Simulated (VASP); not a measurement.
Crystal: Hf4Cd.

```
Hf Cd
1.0
    -2.96971    2.96971    2.96971
     2.96971   -2.96971    2.96971
     2.96971    2.96971   -2.96971
Hf Cd
4 1
Direct
  0.00000 0.00000 0.50000
  0.00000 0.50000 0.00000
  0.50000 0.00000 0.00000
  0.50000 0.50000 0.50000
  0.00000 0.00000 0.00000
```

The cell was built from a structure type or drawn by symmetry, and may not be a known phase.

| Property | Result |
| --- | --- |
| Program | VASP 6.6.1 |
| Task | relaxation of cell and atoms |
| Functional | PBE |
| Potentials or basis | VASP PAW PBE potentials, release 64 (Hf_pv, Cd) |
| Cutoff | 600 eV |
| k mesh | 4 × 4 × 4 |
| Occupations | gaussian, width 0.1 eV |
| Spin | no spin polarisation |

At the start: pressure 29.9 GPa; volume 20.95 Å³/atom.

Problem. How do energy, volume and symmetry change on relaxing?

Solution. Over 4 steps the energy falls by 430.2 meV/atom and the volume is 26.59 Å³/atom (+26.9 %); space group Im-3m (No. 229, to 0.1 Å) before and after.

The path:
```csv
step,energy change (eV),largest force (eV/Å),pressure (GPa),volume (Å³)
1,0.0000,0.0000,29.94,104.76
2,0.0428,0.0000,-12.63,176.04
3,-2.1465,0.0000,-0.93,134.16
4,-2.1509,0.0000,-0.17,132.95
```

Final structure:
```
CELL_PARAMETERS angstrom
-3.21518 3.21518 3.21518
3.21518 -3.21518 3.21518
3.21518 3.21518 -3.21518
ATOMIC_POSITIONS crystal
Hf 0.00000 0.00000 0.50000
Hf 0.00000 0.50000 0.00000
Hf 0.50000 0.00000 0.00000
Hf 0.50000 0.50000 0.50000
Cd 0.00000 0.00000 0.00000
```

Caveat: the k points lie up to 0.35 Å⁻¹ apart in the final cell, too coarse for converged energies and pressures of a metal; the volume moved by over 15 % at a fixed basis, so the end points are rough.
